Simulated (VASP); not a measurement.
Here is a VASP 6.6.1 calculation.

File INCAR:

```
SYSTEM = Co
PREC = Accurate ; ENCUT = 520
EDIFF = 1E-6 ; ISMEAR = -1
SIGMA = 0.05 ; LREAL = .False.
LASPH = .True. ; NELM = 150
ALGO = Normal ; ISIF = 2
LWAVE = .False. ; LCHARG = .False.
ISPIN = 2 ; MAGMOM = 1.88
LORBIT = 11 ; LMAXMIX = 4
GGA = RP ; NBANDS = 14
```

Contents of KPOINTS:

```
Automatic mesh
0
Gamma
  17 17 17
  0 0 0
```

Contents of POSCAR:

```
Co
1.0
   -1.4745670256      1.4745670256      1.4745670256
    1.4745670256     -1.4745670256      1.4745670256
    1.4745670256      1.4745670256     -1.4745670256
Co
1
Direct
    0.0000000000      0.0000000000      0.0000000000
```

Potentials or basis: VASP PAW PBE potentials, release 64 (Co).

The run is started by

```console
$ cat potpaw_PBE.64/Co/POTCAR > POTCAR
$ mpirun -np 1 vasp_std > vasp.out
```

Problem. What does it give for the pressure?

Solution. -16.3 GPa.

Problem. Predict the site moments.

Solution. Co +1.88 μB.

Problem. Estimate the net moment.

Solution. 1.82 μB per cell.

Caveat: the cell stands under tension; the PAW data sets were made with another functional, which shifts forces and pressure a little.
